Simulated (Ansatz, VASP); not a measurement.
**Sn4Se3S: VASP beside Ansatz**

```xyz
8
Lattice="4.3510 -4.2492 0.0000 4.3510 4.2492 0.0000 -4.2214 0.0000 6.1103" Properties=species:S:1:pos:R:3 pbc="T T T"
Sn   -1.9116    2.0448    6.0219
Sn    4.5144    0.0000    3.1612
Sn   -1.9116   -2.0448    6.0219
Sn    0.1513    0.0000    3.2212
Se    2.1754   -2.1003    3.1774
Se    2.1754    2.1003    3.1774
Se    4.3943    0.0000    5.9664
S    -0.1064    0.0000    5.9141
```

Change from the starting cell: the structure that the rattled cell fell into.

Alike in both runs: task single point; functional PBE; k mesh 4 × 4 × 4; occupations gaussian, width 0.1 eV; no spin polarisation.

|  | VASP | Ansatz |
| --- | --- | --- |
| version | VASP 6.6.1 | Ansatz 0.2.0 |
| potentials or method | VASP PAW PBE potentials, release 64 (Sn_d, Se, S), cutoff 520 eV | scalar-relativistic, plane waves, PAW |
| valence electrons in the cell | 80 | 110 |

|  | VASP | Ansatz | Ansatz less VASP |
| --- | --- | --- | --- |
| gap on the k mesh at the Fermi level (eV) | 0.75 | 0.75 | +0.002 |
| least direct gap on the mesh (eV) | 0.75 | 0.75 | +0.002 |
| pressure (GPa) | 0.0 | 0.0 | +0.01 |
| traceless stress, the component that is largest in VASP (GPa) | 0.05 | 0.05 | -0.001 |
| rms of the force components (eV/Å) | 0.011 | 0.010 | -0.0013 |

Atom by atom the forces differ by 0.005 eV/Å (rms over components). VASP's potentials hold 80 valence electrons a cell and Ansatz's 110, so a difference there can come from the potentials and not from the codes.
